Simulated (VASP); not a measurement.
# BN (P6_3/mmc) in VASP: settings compared, part 2 of 2

VASP 6.6.1. Earlier steps stand in the parts before.

### Step 3. Single point, HSE06

This run uses another cell than the first one, of 8.97 Å³/atom.

File POSCAR:

```
BN
1.0
    2.4982400000      0.0000000000      0.0000000000
   -1.2491200000      2.1635393048      0.0000000000
    0.0000000000      0.0000000000      6.6357000000
N B
2 2
Direct
    0.6666666667      0.3333333333      0.2500000000
    0.3333333333      0.6666666667      0.7500000000
    0.6666666667      0.3333333333      0.7500000000
    0.3333333333      0.6666666667      0.2500000000
```

File INCAR.step1:

```
PREC     = Accurate       # precision mode
ENCUT    = 520            # plane-wave cutoff, eV
EDIFF    = 1E-5           # SCF threshold, eV
ISMEAR   = -1             # smearing method
SIGMA    = 0.05           # smearing width, eV
LREAL    = False          # projectors in reciprocal space
LASPH    = True           # aspherical terms in the spheres
NELM     = 100            # most SCF steps
ALGO     = Normal         # electronic algorithm
ISIF     = 2              # what is computed and relaxed
LWAVE    = True           # write WAVECAR
GGA      = PE             # functional
NBANDS   = 16             # bands
```

File INCAR.step2:

```
PREC     = Accurate       # precision mode
ENCUT    = 520            # plane-wave cutoff, eV
EDIFF    = 1E-6           # SCF threshold, eV
ISMEAR   = -1             # smearing method
SIGMA    = 0.05           # smearing width, eV
LREAL    = False          # projectors in reciprocal space
LASPH    = True           # aspherical terms in the spheres
NELM     = 100            # most SCF steps
ALGO     = Normal         # electronic algorithm
ISIF     = 2              # what is computed and relaxed
LWAVE    = False          # write WAVECAR
LCHARG   = True           # write CHGCAR
GGA      = PE             # functional
LHFCALC  = True           # exact exchange
HFSCREEN = 0.2079         # screening, 1/A
PRECFOCK = Normal       
LELF     = True           # ELF
LVHAR    = True         
ISTART   = 1            
NBANDS   = 16             # bands
```

File KPOINTS:

```
regular mesh
0
Gamma
  7 7 3
```

Potentials or basis: VASP PAW PBE potentials, release 64 (N, B).

On the command line:

```console
cat potpaw_PBE.64/N/POTCAR potpaw_PBE.64/B/POTCAR > POTCAR
cp INCAR.step1 INCAR
mpirun -np 1 vasp_std > vasp.out
cp INCAR.step2 INCAR
mpirun -np 1 vasp_std > vasp.out
```

OUTCAR:

```text
PREC = Accurate
   ENCUT = 520
   EDIFF = 1E-6
   ISMEAR = -1
   LREAL = False
   LASPH = True
   NELM = 100
   ISIF = 2
   GGA = PE
   LHFCALC = True
   HFSCREEN = 0.2079
   PRECFOCK = Normal
   ISTART = 1

 ion  position               nearest neighbor table
   1  0.667  0.333  0.250-   4 1.44   4 1.44   4 1.44
   2  0.333  0.667  0.750-   3 1.44   3 1.44   3 1.44
   3  0.667  0.333  0.750-   2 1.44   2 1.44   2 1.44
   4  0.333  0.667  0.250-   1 1.44   1 1.44   1 1.44

  LATTYP: Found a hexagonal cell.
 ALAT       =     2.4982400000
 C/A-ratio  =     2.6561499296

  Lattice vectors:

 A1 = (   2.4982400000,   0.0000000000,   0.0000000000)
 A2 = (  -1.2491200000,   2.1635393048,   0.0000000000)
 A3 = (   0.0000000000,   0.0000000000,   6.6357000000)

Analysis of symmetry for initial positions (statically):
=====================================================================
 Subroutine PRICEL returns:
 Original cell was already a primitive cell.

[... 173 lines left out ...]

 E-fermi :   2.6208     XC(G=0):  -8.3355

 val. band max:        1.4709487862   @ k =   0.2857   0.2857   0.0000
 cond. band min:       7.3108692907   @ k =   0.4286   0.1429   0.0000
 fundamental gap:      5.8399205045
 Fermi energy:         2.6207685767

 k-point     1 :       0.0000    0.0000    0.0000
  band No.  band energies     occupation
      1     -18.1496      2.00000
      2     -17.8384      2.00000
      3      -5.3283      2.00000
      4      -3.0323      2.00000
      5      -0.0711      2.00000
      6      -0.0711      2.00000
[... 281 lines left out ...]
      3      -7.3025      2.00000
      4      -7.2619      2.00000
      5      -5.8171      2.00000
      6      -5.7955      2.00000
[... 8 lines left out ...]
     15      19.6844      0.00000
     16      19.8287      0.00000

------------------------ aborting loop because EDIFF is reached ----------------------------------------

  FORCE on cell =-STRESS in cart. coord.  units (eV):
  Direction    XX          YY          ZZ          XY          YZ          ZX
  --------------------------------------------------------------------------------------
  -------------------------------------------------------------------------------------
  Total       -0.1653417     -0.1653417      0.5051230      0.0000000     -0.0000000      0.0000000
  in kB       -7.3859672     -7.3859672     22.5643102      0.0000000     -0.0000000      0.0000000
  external PRESSURE =       2.5974586 kB  Pullay stress =       0.0000000 kB

 VOLUME and BASIS-vectors are now :
 -----------------------------------------------------------------------------
  energy-cutoff  :      520.00
  volume of cell :       35.87
      direct lattice vectors                 reciprocal lattice vectors
     2.498240000  0.000000000  0.000000000     0.400281798  0.231102804  0.000000000
    -1.249120000  2.163539305  0.000000000     0.000000000  0.462205608  0.000000000
     0.000000000  0.000000000  6.635700000     0.000000000  0.000000000  0.150700002

 POSITION                                       TOTAL-FORCE (eV/Angst)
 -----------------------------------------------------------------------------------
      1.24912      0.72118      1.65892         0.000000     -0.000000      0.000000
     -0.00000      1.44236      4.97677        -0.000000      0.000000     -0.000000
      1.24912      0.72118      4.97677        -0.000000      0.000000      0.000000
     -0.00000      1.44236      1.65892        -0.000000     -0.000000     -0.000000
 -----------------------------------------------------------------------------------
    total drift:                                0.000000      0.000000     -0.000000

  FREE ENERGIE OF THE ION-ELECTRON SYSTEM (eV)
  ---------------------------------------------------
  free  energy   TOTEN  =       -40.7811632918 eV

  energy  without entropy=      -40.7811632918  energy(sigma->0) =      -40.78116329
```

OSZICAR.step1:

```text
N       E                     dE             d eps       ncg     rms          rms(c)
DAV:   1     0.531033201570E+02    0.53103E+02   -0.81482E+03   512   0.923E+02
DAV:   2    -0.350771619788E+02   -0.88180E+02   -0.79238E+02   720   0.221E+02
DAV:   3    -0.387291261892E+02   -0.36520E+01   -0.36313E+01   656   0.452E+01
DAV:   4    -0.387525806799E+02   -0.23454E-01   -0.23450E-01   656   0.402E+00
DAV:   5    -0.387527864942E+02   -0.20581E-03   -0.20581E-03   632   0.361E-01    0.113E+01
DAV:   6    -0.355083974017E+02    0.32444E+01   -0.51946E+00   664   0.176E+01    0.509E+00
DAV:   7    -0.352249677406E+02    0.28343E+00   -0.61082E-01   680   0.560E+00    0.318E+00
DAV:   8    -0.351504923341E+02    0.74475E-01   -0.23677E-01   632   0.328E+00    0.488E-01
DAV:   9    -0.351452883343E+02    0.52040E-02   -0.15919E-02   632   0.104E+00    0.199E-01
DAV:  10    -0.351462181785E+02   -0.92984E-03   -0.13499E-03   544   0.281E-01    0.351E-02
DAV:  11    -0.351463223346E+02   -0.10416E-03   -0.96077E-05   680   0.784E-02    0.245E-02
DAV:  12    -0.351463361664E+02   -0.13832E-04   -0.29312E-05   528   0.371E-02    0.267E-03
DAV:  13    -0.351463363014E+02   -0.13505E-06   -0.63630E-07   376   0.622E-03
   1 F= -.35146336E+02 E0= -.35146336E+02  d E =-.143630E-10
```

Run time: 5.7 min. Hardware: 1 thread of Intel Xeon 6975P-C (Granite Rapids), shared host; peak memory 0.26 GiB.

What came out:

```
Free energy            : -40.7812 eV
Pressure               : 0.3 GPa
Band gap on the k mesh : 5.84 eV (least direct gap 6.07 eV)
```

Stress tensor (GPa, compression positive):
```
-0.74  0.00  0.00
 0.00 -0.74  0.00
 0.00  0.00  2.26
```

Levels at points of the mesh, in eV from the valence-band top:
```tsv
k point	band 4	band 5	band 6	band 7	band 8	band 9	band 10	band 11	band 12	band 13
(0.00, 0.00, 0.00)	-4.50	-1.54	-1.54	-1.50	-1.50	6.46	12.10	13.38	13.38	13.52
```

Caveat: the PAW data sets were made with another functional, which shifts forces and pressure a little; an odd mesh through Γ misses points on the zone boundary, where band edges can lie; this functional lacks dispersion, which binds the layers, so the pressure and a relaxed spacing across them are unreliable.

### Step 4. Single point, PBE-based screened hybrid with 5 % exact exchange

This run uses another cell than the first one, of 8.97 Å³/atom.

POSCAR is that of step 3.

File INCAR.step1:

```
PREC = Accurate
ENCUT = 520
EDIFF = 1E-5
ISMEAR = -1
SIGMA = 0.05
LREAL = False
LASPH = True
NELM = 100
ALGO = Normal
ISIF = 2
LWAVE = True
LCHARG = False
GGA = PE
NBANDS = 16
```

File INCAR.step2:

```
PREC = Accurate
ENCUT = 520
EDIFF = 1E-7
ISMEAR = -1
SIGMA = 0.05
LREAL = False
LASPH = True
NELM = 100
ALGO = Normal
ISIF = 2
LWAVE = False
LCHARG = False
GGA = PE
LHFCALC = True
AEXX = 0.05
HFSCREEN = 0.2
PRECFOCK = Normal
ISTART = 1
NBANDS = 16
```

File KPOINTS:

```
regular mesh
0
Gamma
  6 6 2
```

On the command line:

```console
cat potpaw_PBE.64/N/POTCAR potpaw_PBE.64/B/POTCAR > POTCAR
cp INCAR.step1 INCAR
mpirun -np 1 vasp_std > vasp.out
cp INCAR.step2 INCAR
mpirun -np 1 vasp_std > vasp.out
```

Wall time 5.1 min (1 thread of Intel Xeon Platinum 8259CL at 2.50GHz (Skylake/Cascade Lake), shared host); peak memory 0.25 GiB.

It converged, with:

| Quantity | Value |
| --- | --- |
| Free energy | -36.2769 eV |
| Pressure | 4.1 GPa |
| Band gap on the k mesh | 4.54 eV (least direct gap 4.94 eV) |

Stress tensor (GPa, compression positive):
```
4.81 0.00 0.00
0.00 4.81 0.00
0.00 0.00 2.77
```

Levels at points of the mesh, in eV from the valence-band top:
```
           k point  band 5  band 6  band 7  band 8  band 9  band 10  band 11  band 12
(0.00, 0.00, 0.00)   -1.37   -1.37   -1.34   -1.34    5.50    10.70    11.96    11.96
(0.50, 0.00, 0.00)   -4.25   -4.19   -1.47   -0.45    4.54     5.95     9.90    10.34
(0.00, 0.00, 0.50)   -1.36   -1.36   -1.36   -1.36    7.92     7.92    12.02    12.02
(0.50, 0.00, 0.50)   -4.22   -4.22   -0.94   -0.94    5.02     5.02    10.31    10.31
```

Caveat: the k points lie up to 0.48 Å⁻¹ apart; the PAW data sets were made with another functional, which shifts forces and pressure a little.

### Step 5. Single point, PBE-based screened hybrid with 10 % exact exchange

This run uses another cell than the first one, of 8.97 Å³/atom.

POSCAR is that of step 4.

File INCAR.step1:

```
PREC = Accurate
ENCUT = 520
EDIFF = 1E-5
ISMEAR = -1
SIGMA = 0.05
LREAL = F
LASPH = T
NELM = 60
ALGO = Normal
ISIF = 2
LWAVE = T
LCHARG = F
GGA = PE
NBANDS = 16
```

File INCAR.step2:

```
PREC = Accurate
ENCUT = 520
EDIFF = 1E-6
ISMEAR = -1
SIGMA = 0.05
LREAL = F
LASPH = T
NELM = 60
ALGO = Normal
ISIF = 2
LWAVE = F
LCHARG = F
GGA = PE
LHFCALC = T
AEXX = 0.1
HFSCREEN = 0.2
PRECFOCK = Normal
ISTART = 1
NBANDS = 16
```

File KPOINTS:

```
Automatic mesh
0
Gamma
  6 6 2
```

On the command line:

```console
cat potpaw_PBE.64/N/POTCAR potpaw_PBE.64/B/POTCAR > POTCAR
cp INCAR.step1 INCAR
mpirun -np 1 vasp_std > vasp.out
cp INCAR.step2 INCAR
mpirun -np 1 vasp_std > vasp.out
```

It took 4.8 min on 1 thread of Intel Xeon Platinum 8259CL at 2.50GHz (Skylake/Cascade Lake), shared host; peak memory 0.25 GiB.

The run converged. Its results:

```yaml
Free_energy: -37.4131 eV
Pressure: 3.1 GPa
Band_gap_on_the_k_mesh: 4.81 eV (least direct gap 5.22 eV)
```

Stress tensor (GPa, compression positive):
```
3.37 0.00 0.00
0.00 3.37 0.00
0.00 0.00 2.65
```

Levels at points of the mesh, in eV from the valence-band top:
```tsv
k point	band 6	band 7	band 8	band 9	band 10	band 11
(0.00, 0.00, 0.00)	-1.43	-1.39	-1.39	5.74	11.05	12.31
(0.50, 0.00, 0.00)	-4.28	-1.49	-0.46	4.81	6.24	10.21
(0.00, 0.00, 0.50)	-1.41	-1.41	-1.41	8.19	8.19	12.37
(0.50, 0.00, 0.50)	-4.32	-0.96	-0.96	5.29	5.29	10.62
```

Caveat: the k points lie up to 0.48 Å⁻¹ apart; the PAW data sets were made with another functional, which shifts forces and pressure a little.

### Step 6. Single point, PBE-based screened hybrid with 15 % exact exchange

This run uses another cell than the first one, of 8.97 Å³/atom.

POSCAR is that of step 5.

File INCAR.step1:

```
SYSTEM = BN
PREC     = Accurate       ! precision mode
ENCUT    = 520            ! plane-wave cutoff, eV
EDIFF    = 1E-5           ! SCF threshold, eV
ISMEAR   = -1             ! smearing method
SIGMA    = 0.05           ! smearing width, eV
LREAL    = .FALSE.        ! projectors in reciprocal space
LASPH    = .TRUE.         ! aspherical terms in the spheres
NELM     = 60             ! most SCF steps
ALGO     = Normal         ! electronic algorithm
ISIF     = 2              ! what is computed and relaxed
LWAVE    = .TRUE.         ! write WAVECAR
GGA      = PE             ! functional
NBANDS   = 16             ! bands
```

File INCAR.step2:

```
SYSTEM = BN
PREC     = Accurate       ! precision mode
ENCUT    = 520            ! plane-wave cutoff, eV
EDIFF    = 1E-6           ! SCF threshold, eV
ISMEAR   = -1             ! smearing method
SIGMA    = 0.05           ! smearing width, eV
LREAL    = .FALSE.        ! projectors in reciprocal space
LASPH    = .TRUE.         ! aspherical terms in the spheres
NELM     = 60             ! most SCF steps
ALGO     = Normal         ! electronic algorithm
ISIF     = 2              ! what is computed and relaxed
LWAVE    = .FALSE.        ! write WAVECAR
LCHARG   = .TRUE.         ! write CHGCAR
GGA      = PE             ! functional
LHFCALC  = .TRUE.         ! exact exchange
AEXX     = 0.15           ! exact-exchange fraction
HFSCREEN = 0.2            ! screening, 1/A
PRECFOCK = Normal       
LELF     = .TRUE.         ! ELF
LVHAR    = .TRUE.       
ISTART   = 1            
NBANDS   = 16             ! bands
```

File KPOINTS:

```
regular mesh
0
G
  6 6 2
  0 0 0
```

Potentials or basis: VASP PAW PBE potentials, release 64 (N, B).

On the command line:

```console
cat potpaw_PBE.64/N/POTCAR potpaw_PBE.64/B/POTCAR > POTCAR
cp INCAR.step1 INCAR
mpirun -np 1 vasp_std > vasp.out
cp INCAR.step2 INCAR
mpirun -np 1 vasp_std > vasp.out
```

OUTCAR:

```text
SYSTEM = BN
   PREC = Accurate
   ENCUT = 520
   EDIFF = 1E-6
   ISMEAR = -1
   LREAL = .FALSE.
   LASPH = .TRUE.
   NELM = 60
   ISIF = 2
   GGA = PE
   LHFCALC = .TRUE.
   AEXX = 0.15
   HFSCREEN = 0.2
   PRECFOCK = Normal
   ISTART = 1

 ion  position               nearest neighbor table
   1  0.667  0.333  0.250-   4 1.44   4 1.44   4 1.44
   2  0.333  0.667  0.750-   3 1.44   3 1.44   3 1.44
   3  0.667  0.333  0.750-   2 1.44   2 1.44   2 1.44
[... 464 lines left out ...]
  FORCE on cell =-STRESS in cart. coord.  units (eV):
  Direction    XX          YY          ZZ          XY          YZ          ZX
  --------------------------------------------------------------------------------------
  -------------------------------------------------------------------------------------
  Total        0.4395293      0.4395293      0.5683476      0.0000000      0.0000000      0.0000000
  in kB       19.6341760     19.6341760     25.3886092      0.0000000      0.0000000      0.0000000
  external PRESSURE =      21.5523204 kB  Pullay stress =       0.0000000 kB

 VOLUME and BASIS-vectors are now :
 -----------------------------------------------------------------------------
  energy-cutoff  :      520.00
  volume of cell :       35.87
      direct lattice vectors                 reciprocal lattice vectors
     2.498240000  0.000000000  0.000000000     0.400281798  0.231102804  0.000000000
    -1.249120000  2.163539305  0.000000000     0.000000000  0.462205608  0.000000000
     0.000000000  0.000000000  6.635700000     0.000000000  0.000000000  0.150700002

 POSITION                                       TOTAL-FORCE (eV/Angst)
 -----------------------------------------------------------------------------------
      1.24912      0.72118      1.65892        -0.000000     -0.000000     -0.000000
     -0.00000      1.44236      4.97677        -0.000000      0.000000     -0.000000
      1.24912      0.72118      4.97677         0.000000      0.000000      0.000000
     -0.00000      1.44236      1.65892         0.000000     -0.000000      0.000000
 -----------------------------------------------------------------------------------
    total drift:                               -0.000000      0.000000     -0.000000

  FREE ENERGIE OF THE ION-ELECTRON SYSTEM (eV)
  ---------------------------------------------------
  free  energy   TOTEN  =       -38.5540289621 eV

  energy  without entropy=      -38.5540289621  energy(sigma->0) =      -38.55402896
```

OUTCAR.step1:

```text
SYSTEM = BN
   PREC = Accurate
   ENCUT = 520
   EDIFF = 1E-5
   ISMEAR = -1
   LREAL = .FALSE.
   LASPH = .TRUE.
[... 484 lines left out ...]
     -0.00000      1.44236      4.97677         0.000000      0.000000      0.000000
      1.24912      0.72118      4.97677        -0.000000      0.000000      0.000000
     -0.00000      1.44236      1.65892         0.000000     -0.000000      0.000000
 -----------------------------------------------------------------------------------
    total drift:                                0.000000     -0.000000      0.000000

  FREE ENERGIE OF THE ION-ELECTRON SYSTEM (eV)
  ---------------------------------------------------
  free  energy   TOTEN  =       -35.1455287357 eV

  energy  without entropy=      -35.1455287357  energy(sigma->0) =      -35.14552874
```

OSZICAR.step1:

```text
N       E                     dE             d eps       ncg     rms          rms(c)
DAV:   1     0.470503001466E+02    0.47050E+02   -0.80509E+03   456   0.926E+02
DAV:   2    -0.356554592491E+02   -0.82706E+02   -0.74454E+02   608   0.218E+02
DAV:   3    -0.387329212870E+02   -0.30775E+01   -0.30603E+01   544   0.423E+01
DAV:   4    -0.387522316351E+02   -0.19310E-01   -0.19308E-01   600   0.365E+00
DAV:   5    -0.387524090466E+02   -0.17741E-03   -0.17741E-03   536   0.335E-01    0.113E+01
DAV:   6    -0.355116954984E+02    0.32407E+01   -0.51744E+00   568   0.176E+01    0.509E+00
DAV:   7    -0.352242538827E+02    0.28744E+00   -0.55950E-01   576   0.553E+00    0.318E+00
DAV:   8    -0.351489156013E+02    0.75338E-01   -0.23415E-01   544   0.323E+00    0.460E-01
DAV:   9    -0.351444844810E+02    0.44311E-02   -0.14356E-02   536   0.979E-01    0.199E-01
DAV:  10    -0.351454170741E+02   -0.93259E-03   -0.12703E-03   512   0.272E-01    0.345E-02
DAV:  11    -0.351455171854E+02   -0.10011E-03   -0.97544E-05   552   0.792E-02    0.261E-02
DAV:  12    -0.351455286098E+02   -0.11424E-04   -0.28924E-05   480   0.376E-02    0.272E-03
DAV:  13    -0.351455287357E+02   -0.12600E-06   -0.74318E-07   384   0.668E-03
   1 F= -.35145529E+02 E0= -.35145529E+02  d E =-.119587E-10
```

Run time: 5.7 min. Hardware: 1 thread of Intel Xeon Platinum 8259CL at 2.50GHz (Skylake/Cascade Lake), shared host; peak memory 0.25 GiB.

What came out:

```
Free energy            : -38.5540 eV
Pressure               : 2.2 GPa
Band gap on the k mesh : 5.07 eV (least direct gap 5.50 eV)
```

Stress tensor (GPa, compression positive):
```
1.96 0.00 0.00
0.00 1.96 0.00
0.00 0.00 2.54
```

Levels at points of the mesh, in eV from the valence-band top:
```tsv
k point	band 6	band 7	band 8	band 9	band 10	band 11
(0.00, 0.00, 0.00)	-1.47	-1.43	-1.43	5.98	11.40	12.66
(0.50, 0.00, 0.00)	-4.38	-1.51	-0.47	5.07	6.54	10.52
(0.00, 0.00, 0.50)	-1.45	-1.45	-1.45	8.47	8.47	12.73
(0.50, 0.00, 0.50)	-4.41	-0.97	-0.97	5.56	5.56	10.94
```

Caveat: the k points lie up to 0.48 Å⁻¹ apart; the PAW data sets were made with another functional, which shifts forces and pressure a little.

### Step 7. Overview

```tsv
level	cell	k mesh	share of exact exchange	screening parameter	gap on the mesh (eV)	pressure (GPa)
HSE06	a = 2.495, b = 2.495, c = 7.929 Å, angles 90.0, 90.0, 120.0°, 4 atoms	6 × 6 × 2	0.25	0.2079 1/Å	5.59	0.2
HSE06	a = 2.498, b = 2.498, c = 6.636 Å, angles 90.0, 90.0, 120.0°, 4 atoms	7 × 7 × 3	0.25	0.2079 1/Å	5.84	0.3
PBE-based screened hybrid with 5 % exact exchange	a = 2.498, b = 2.498, c = 6.636 Å, angles 90.0, 90.0, 120.0°, 4 atoms	6 × 6 × 2	0.05	0.2 1/Å	4.54	4.1
PBE-based screened hybrid with 10 % exact exchange	a = 2.498, b = 2.498, c = 6.636 Å, angles 90.0, 90.0, 120.0°, 4 atoms	6 × 6 × 2	0.1	0.2 1/Å	4.81	3.1
PBE-based screened hybrid with 15 % exact exchange	a = 2.498, b = 2.498, c = 6.636 Å, angles 90.0, 90.0, 120.0°, 4 atoms	6 × 6 × 2	0.15	0.2 1/Å	5.07	2.2
```

Alike in all rows: task single point; potentials or basis VASP PAW PBE potentials, release 64 (N, B); no spin polarisation; cutoff (eV) 520; smearing fermi-dirac 0.05 eV.

Caveats: some runs use coarse meshes; the PAW data sets were made with another functional, which shifts forces and pressure a little; this functional lacks dispersion, which binds the layers, so the pressure and a relaxed spacing across them are unreliable (at least some runs); an odd mesh through Γ misses points on the zone boundary, where band edges can lie (at least some runs).

Total energies depend on the potentials used, so only differences within one code and one set of settings carry meaning.
